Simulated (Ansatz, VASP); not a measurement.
**One calculation of GaN, two programs**

```
CELL_PARAMETERS angstrom
3.21467 0.00000 0.00000
-1.60733 2.78398 0.00000
0.00000 0.00000 5.23495
ATOMIC_POSITIONS crystal
Ga 0.33333 0.66667 0.99911
Ga 0.66667 0.33333 0.49911
N 0.33333 0.66667 0.37589
N 0.66667 0.33333 0.87589
```

Alike in both runs: task single point; functional r2SCAN; k mesh 9 × 9 × 4; no spin polarisation.

|  | VASP | Ansatz |
| --- | --- | --- |
| version | VASP 6.6.1 | Ansatz 0.2.0 |
| potentials or method | VASP PAW PBE potentials, release 64 (Ga_d, N) | plane waves, PAW |
| plane-wave cutoff (eV) | 520 | 500 |
| occupations | gaussian, width 0.01 eV | fixed |
| valence electrons in the cell | 36 | 36 |

Ansatz gave:

- gap on the k mesh at the Fermi level (eV): 2.14
- pressure (GPa): -5.5

Task: Which values does VASP return?

Result: gap on the k mesh at the Fermi level (eV): 2.14; pressure (GPa): -4.5.

VASP's potentials were made for PBE, not for r2SCAN.
